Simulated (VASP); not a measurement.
# ZnWO4 in VASP: further runs

The runs below take ZnWO4 through single point, with PBE.

Program: VASP 6.6.1. These are calculated values, not measurements. Logs are shortened: lines on timing, memory, paths and dates and some standing lists are left out, and cuts for length are marked.

## Step 1: The cell of the first run

The cell holds an amorphous packing of atoms, 18 atoms: a = 6.331 Å, b = 5.929 Å, c = 6.259 Å, α = 90.59°, β = 90.65°, γ = 87.54°.

## Step 2: Single point, PBE

File INCAR:

```
SYSTEM = ZnWO4
PREC = Accurate
ENCUT = 520
EDIFF = 1E-6
ISMEAR = -1
SIGMA = 0.05
LREAL = Auto
LASPH = .TRUE.
NELM = 60
ALGO = Normal
ISIF = 2
LWAVE = .FALSE.
LCHARG = .FALSE.
GGA = PE
NBANDS = 90
ISYM = 0
```

File KPOINTS:

```
Automatic mesh
0
G
  1 1 1
  0 0 0
```

File POSCAR:

```
ZnWO4
1.0
    6.3295770000      0.1311510000     -0.0352210000
    0.1311510000      5.9276150000     -0.0312300000
   -0.0352210000     -0.0312300000      6.2590500000
W O Zn
3 12 3
Direct
    0.6964463757      0.6365833600      0.8275604183
    0.6453424695      0.5127189003      0.3131781690
    0.3684946363      0.9626405955      0.2523622619
    0.6473588148      0.3899233401      0.5825871228
    0.2313112103      0.0696755669      1.0149097675
    0.9962031922      0.4100924716      0.7991780638
    0.9278035753      0.5362075059      0.3042594212
    0.5475206746      0.1772400503      0.2906072699
    0.3340632499      0.5925918593      0.2442883002
    0.6100572638      0.8115440225      0.0639174230
    0.8799267169      0.8459572037      0.7584975583
    0.1780509631      0.0428460999      0.4627520497
    0.6042251432      0.7908603013      0.4576726470
    0.3888756660      0.6455837319      0.7610068892
    0.6832547012      0.3974921244      0.0107530045
    0.2229873394      0.4401472244      0.9964874278
    0.1799932327      0.8943957968      0.7425947264
    0.1072426152      0.4493443818      0.5309149499
```

Potentials or basis: VASP PAW PBE potentials, release 64 (W_sv, O, Zn).

Started as:

```
$ cat potpaw_PBE.64/W_sv/POTCAR potpaw_PBE.64/O/POTCAR potpaw_PBE.64/Zn/POTCAR > POTCAR
$ mpirun -np 1 vasp_gam > vasp.out
```

OUTCAR:

```text
SYSTEM = ZnWO4
   PREC = Accurate
   ENCUT = 520
   EDIFF = 1E-6
   ISMEAR = -1
   LREAL = Auto
   LASPH = .TRUE.
   NELM = 60
   ISIF = 2
   GGA = PE
   ISYM = 0

 ion  position               nearest neighbor table
   1  0.696  0.637  0.828-  11 1.80  15 1.84  10 1.87  14 1.99   4 2.14   6 2.28  13 2.55   2 3.16
                             2 3.31
   2  0.645  0.513  0.313-   7 1.80   4 1.84  13 1.88  15 2.02   9 2.05   8 2.11  10 2.37   3 3.15
                             1 3.16  18 3.22   1 3.31
   3  0.368  0.963  0.252-   8 1.75   5 1.82  12 1.84  10 2.11  13 2.18   9 2.21   2 3.15
   4  0.647  0.390  0.583-   2 1.84   1 2.14
   5  0.231  0.070  0.015-   3 1.82  17 2.02  16 2.20
   6  0.996  0.410  0.799-  18 1.85  16 1.90   1 2.28
   7  0.928  0.536  0.304-   2 1.80  18 1.87
   8  0.548  0.177  0.291-   3 1.75   2 2.11
   9  0.334  0.593  0.244-  16 1.93   2 2.05   3 2.21  18 2.49
  10  0.610  0.812  0.064-   1 1.87   3 2.11   2 2.37
  11  0.880  0.846  0.758-   1 1.80  17 1.94
  12  0.178  0.043  0.463-   3 1.84  17 1.97  18 2.47
  13  0.604  0.791  0.458-   2 1.88   3 2.18   1 2.55
  14  0.389  0.646  0.761-  17 1.94   1 1.99  16 2.22
  15  0.683  0.397  0.011-   1 1.84   2 2.02
  16  0.223  0.440  0.996-   6 1.90   9 1.93   5 2.20  14 2.22  18 3.00
  17  0.180  0.894  0.743-  11 1.94  14 1.94  12 1.97   5 2.02  18 2.99
  18  0.107  0.449  0.531-   6 1.85   7 1.87  12 2.47   9 2.49  17 2.99  16 3.00   2 3.22

IMPORTANT INFORMATION: All symmetrisations will be switched off!
NOSYMM: (Re-)initialisation of all symmetry stuff for point group C_1.

----------------------------------------------------------------------------------------

                                     Primitive cell

  volume of cell :     234.7142

  direct lattice vectors                    reciprocal lattice vectors
     6.329577000  0.131151000 -0.035221000     0.158065663 -0.003492676  0.000872042
     0.131151000  5.927615000 -0.031230000    -0.003492676  0.168783525  0.000822504
    -0.035221000 -0.031230000  6.259050000     0.000872042  0.000822504  0.159777666

  length of vectors
     6.331033573  5.929147956  6.259227008     0.158106650  0.168821662  0.159782163

  position of ions in fractional coordinates (direct lattice)
     0.696446376  0.636583360  0.827560418
     0.645342470  0.512718900  0.313178169
     0.368494636  0.962640595  0.252362262
     0.647358815  0.389923340  0.582587123
     0.231311210  0.069675567  0.014909768
     0.996203192  0.410092472  0.799178064
[... 10 lines left out ...]
     0.179993233  0.894395797  0.742594726
     0.107242615  0.449344382  0.530914950

  ion indices of the primitive-cell ions
   primitive index   ion index
                 1           1
                 2           2
                 3           3
                 4           4
                 5           5
[... 71 lines left out ...]
   PSTRESS=    0.0 pullay stress
   NELECT =     150.0000    total number of electrons
   NUPDOWN=      -1.0000    fix difference up-down
   EMIN   =  10.00;   EMAX   =-10.00  energy-range for DOS
   EFERMI =   0.00;   METHOD = LEGACY
   ISMEAR =    -1;   SIGMA  =   0.05  broadening in eV -4-tet -1-fermi 0-gaus
   EFERMI_NEDOS =   21; number of points for ismear=-14 and -15
   IALGO  =     38    algorithm
   IMIX   =      4    mixing-type and parameters
     AMIX     =   0.40;   BMIX     =  1.00
     AMIX_MAG =   1.60;   BMIX_MAG =  1.00
  volume/ion in A,a.u.               =      13.04        88.00
  Fermi-wavevector in a.u.,A,eV,Ry     =   1.410129  2.664757 27.054683  1.988463
  Thomas-Fermi vector in A             =   2.532114
   LORBIT       =      0    0 simple, 1 ext, 2 COOP (PROOUT), +10 PAW based schemes
   GGA     = PE    functional components
   LHFCALC =     F    Hartree Fock is set to
   AEXX    =    0.0000 exact exchange contribution
   IVDW    =     0    specifies the selected vdW correction
   LEPSILON=     F    determine dielectric tensor
   LRPA    =     F    only Hartree local field effects (RPA)
 non-spin polarized calculation
  energy-cutoff  :      520.00
  volume of cell :      234.71
 maximum number of plane-waves:      3154
 NGX is ok and might be reduce to    48
   NGX = 23   NGY = 23   NGZ = 23

 number of electron     150.0000004 magnetization

 Free energy of the ion-electron system (eV)
  ---------------------------------------------------
  ext. energy  EPLUGINS =         0.00000000
  ---------------------------------------------------
  free energy    TOTEN  =      -130.71700401 eV

  energy without entropy =     -130.71700401  energy(sigma->0) =     -130.71700401

 E-fermi :   2.9884     XC(G=0): -10.1708

 val. band max:        1.6465354823   @ k =   0.0000   0.0000   0.0000
 cond. band min:       4.5698598155   @ k =   0.0000   0.0000   0.0000
 fundamental gap:      2.9233243332
 Fermi energy:         2.9884187182

 k-point     1 :       0.0000    0.0000    0.0000
  band No.  band energies     occupation
      1     -73.3671      2.00000
      2     -72.8989      2.00000
      3     -72.8663      2.00000
      4     -37.7666      2.00000
      5     -37.6044      2.00000
      6     -37.5693      2.00000
[... 79 lines left out ...]
     86       7.3615      0.00000
     87       7.6080      0.00000
 [bands above 87 left out]

------------------------ aborting loop because EDIFF is reached ----------------------------------------

  FORCE on cell =-STRESS in cart. coord.  units (eV):
  Direction    XX          YY          ZZ          XY          YZ          ZX
  --------------------------------------------------------------------------------------
  -------------------------------------------------------------------------------------
  Total        2.7236194      1.5155953     12.9098106      3.2688372     -1.3077513      0.1581687
  in kB       18.5916334     10.3455690     88.1233497     22.3133318     -8.9268100      1.0796714
  external PRESSURE =      39.0201840 kB  Pullay stress =       0.0000000 kB

 VOLUME and BASIS-vectors are now :
 -----------------------------------------------------------------------------
  energy-cutoff  :      520.00
  volume of cell :      234.71
      direct lattice vectors                 reciprocal lattice vectors
     6.329577000  0.131151000 -0.035221000     0.158065663 -0.003492676  0.000872042
     0.131151000  5.927615000 -0.031230000    -0.003492676  0.168783525  0.000822504
    -0.035221000 -0.031230000  6.259050000     0.000872042  0.000822504  0.159777666

 POSITION                                       TOTAL-FORCE (eV/Angst)
 -----------------------------------------------------------------------------------
      4.46255      3.83892      5.13533        -0.113006      0.152632     -1.976867
      4.14096      3.11406      1.92146        -0.094489     -0.589026      1.531227
      2.44978      5.74661      1.53651         0.937897     -1.219285      1.209885
      4.12813      2.37802      3.61146         0.481583     -0.023193     -0.359627
      1.47271      0.44288      0.08300         0.348498      0.035003     -0.286169
      6.33118      2.53656      4.95420        -0.326539      0.243824      0.111051
[... 10 lines left out ...]
      1.23043      5.30205      4.61367        -0.205735      0.078772      0.165630
      0.71903      2.66103      3.30521         0.726817     -0.305051     -0.280503
 -----------------------------------------------------------------------------------
    total drift:                                0.011078     -0.014662     -0.008267

  FREE ENERGIE OF THE ION-ELECTRON SYSTEM (eV)
  ---------------------------------------------------
  free  energy   TOTEN  =      -130.7170040079 eV

  energy  without entropy=     -130.7170040079  energy(sigma->0) =     -130.71700401
```

Run time: 24 s. Hardware: 1 thread of AMD EPYC 9R45 (Zen 5), shared host; peak memory 0.28 GiB.

Results:

| Property | Result |
| --- | --- |
| Free energy | -130.7170 eV |
| Pressure | 3.9 GPa |
| Largest force | 1.986 eV/Å |
| Band gap on the k mesh | 2.92 eV |

Forces on the atoms (eV/Å):
```
W   -0.113  0.153 -1.977
W   -0.094 -0.589  1.531
W    0.938 -1.219  1.210
O    0.482 -0.023 -0.360
O    0.348  0.035 -0.286
O   -0.327  0.244  0.111
O    0.751  0.335 -0.595
O   -0.327  0.705 -0.314
O   -0.101  0.791 -0.076
O   -0.091 -0.111 -0.194
O    0.119  0.025  0.043
O    0.520 -0.104 -0.127
O   -0.963  0.221 -0.582
O   -0.793  0.462  0.534
O   -0.376 -1.027  1.482
Zn  -0.494  0.330 -0.286
Zn  -0.206  0.079  0.166
Zn   0.727 -0.305 -0.281
```

Levels at points of the mesh, in eV from the valence-band top:
| k point | band 73 | band 74 | band 75 | band 76 | band 77 | band 78 |
| --- | --- | --- | --- | --- | --- | --- |
| (0.00, 0.00, 0.00) | -0.30 | -0.13 | 0.00 | 2.92 | 3.00 | 3.08 |

Caveat: the k points lie up to 1.06 Å⁻¹ apart; spin-orbit coupling is left out, which moves the levels of the heavy elements.

## Step 3: Single point, PBE

File INCAR:

```
SYSTEM = ZnWO4
ALGO = Normal
EDIFF = 1E-6
ENCUT = 520
GGA = PE
ISIF = 2
ISMEAR = -1
ISYM = 0
LASPH = .TRUE.
LCHARG = .FALSE.
LREAL = Auto
LWAVE = .FALSE.
NBANDS = 90
NELM = 100
PREC = Accurate
SIGMA = 0.05
```

File KPOINTS:

```
k-points
0
G
  1 1 1
  0 0 0
```

File POSCAR:

```
ZnWO4
1.0
    6.3295770000      0.1311510000     -0.0352210000
    0.1311510000      5.9276150000     -0.0312300000
   -0.0352210000     -0.0312300000      6.2590500000
W O Zn
3 12 3
Direct
    0.6646312410      0.6402457248      0.8294336762
    0.6487374595      0.5027118232      0.3187547427
    0.3651205423      0.9550887206      0.2594028377
    0.6660655619      0.3826465761      0.5848142366
    0.2466895188      0.0330317897      1.0055494419
    1.0114056886      0.3481662377      0.8133935583
    0.9355330057      0.5153517413      0.2987448323
    0.5202714468      0.2047122339      0.2841315605
    0.3401946514      0.6321004790      0.2083941643
    0.6354693840      0.8531436508      0.0349518766
    0.8784838654      0.7754902795      0.7050224302
    0.1565034809      0.0515340643      0.4519910558
    0.5760447168      0.7825826672      0.4322957841
    0.3810883033      0.6594084628      0.7525010405
    0.6457377518      0.3979576632      0.0003511311
    0.1929553710      0.4616256407      1.0015485816
    0.1556697016      0.9000823500      0.7387088159
    0.0957398084      0.4124381189      0.5365594610
```

Potentials or basis: VASP PAW PBE potentials, release 64 (W_sv, O, Zn).

Started as:

```
$ cat potpaw_PBE.64/W_sv/POTCAR potpaw_PBE.64/O/POTCAR potpaw_PBE.64/Zn/POTCAR > POTCAR
$ mpirun -np 1 vasp_gam > vasp.out
```

OUTCAR:

```text
SYSTEM = ZnWO4
   EDIFF = 1E-6
   ENCUT = 520
   GGA = PE
   ISIF = 2
   ISMEAR = -1
   ISYM = 0
   LASPH = .TRUE.
   LREAL = Auto
   NELM = 100
   PREC = Accurate

 ion  position               nearest neighbor table
   1  0.665  0.640  0.829-  11 1.79  10 1.80  15 1.81  14 1.85   4 2.15  13 2.68   2 3.18   2 3.29

   2  0.649  0.503  0.319-   4 1.82   7 1.83  13 1.84   8 1.99  15 2.08   9 2.18  18 3.15   1 3.18
[... 274 lines left out ...]
  -------------------------------------------------------------------------------------
  Total        9.0479932      9.2639896     17.6185614      2.9347354     -1.6822151      1.8822113
  in kB       61.7622904     63.2366980    120.2656412     20.0327269    -11.4829286     12.8481178
  external PRESSURE =      81.7548765 kB  Pullay stress =       0.0000000 kB

 VOLUME and BASIS-vectors are now :
 -----------------------------------------------------------------------------
  energy-cutoff  :      520.00
  volume of cell :      234.71
      direct lattice vectors                 reciprocal lattice vectors
     6.329577000  0.131151000 -0.035221000     0.158065663 -0.003492676  0.000872042
     0.131151000  5.927615000 -0.031230000    -0.003492676  0.168783525  0.000822504
    -0.035221000 -0.031230000  6.259050000     0.000872042  0.000822504  0.159777666

 POSITION                                       TOTAL-FORCE (eV/Angst)
 -----------------------------------------------------------------------------------
      4.26159      3.85639      5.14806        -0.033242      0.964355     -0.670927
      4.16094      3.05501      1.95655        -0.285251     -1.453985     -0.250669
      2.42718      5.70118      1.58093        -0.982595      1.609804     -0.598603
      4.24550      2.33727      3.62497        -0.039869     -0.265050     -1.377801
      1.56558      0.22798      0.02501         0.002671     -0.146511      0.307912
      0.08921      2.03989      5.07980         0.002880     -0.140444     -0.571262
[... 10 lines left out ...]
      1.07735      5.33269      4.59002        -0.518840      0.517300     -0.211135
      0.64119      2.44057      3.34210        -0.091671     -0.637215      0.521591
 -----------------------------------------------------------------------------------
    total drift:                               -0.001044     -0.000568      0.010607

  FREE ENERGIE OF THE ION-ELECTRON SYSTEM (eV)
  ---------------------------------------------------
  free  energy   TOTEN  =      -130.6321653065 eV

  energy  without entropy=     -130.6321653064  energy(sigma->0) =     -130.63216531
```

It took 29 s on 1 thread of AMD EPYC 9R45 (Zen 5), shared host; peak memory 0.28 GiB.

Results:

| Quantity | Value |
| --- | --- |
| Free energy | -130.6322 eV |
| Pressure | 8.2 GPa |
| Largest force | 2.428 eV/Å |
| Band gap on the k mesh | 2.43 eV |

Forces on the atoms (eV/Å):
```
W   -0.033  0.964 -0.671
W   -0.285 -1.454 -0.251
W   -0.983  1.610 -0.599
O   -0.040 -0.265 -1.378
O    0.003 -0.147  0.308
O    0.003 -0.140 -0.571
O    0.010  0.230 -0.788
O   -0.366 -0.511  0.564
O   -0.501 -1.464  0.245
O    0.123 -0.337  0.427
O    1.133  0.819 -0.360
O    0.892 -0.506 -0.123
O    0.943  1.480  0.636
O   -1.150  0.496 -0.289
O    0.577 -0.871  2.191
Zn   0.284  0.215  0.347
Zn  -0.519  0.517 -0.211
Zn  -0.092 -0.637  0.522
```

Stress tensor (GPa, compression positive):
```
 6.18  2.00  1.28
 2.00  6.32 -1.15
 1.28 -1.15 12.03
```

Caveat: the k points lie up to 1.06 Å⁻¹ apart; spin-orbit coupling is left out, which moves the levels of the heavy elements.

(Part 1 of 2 ends here.)
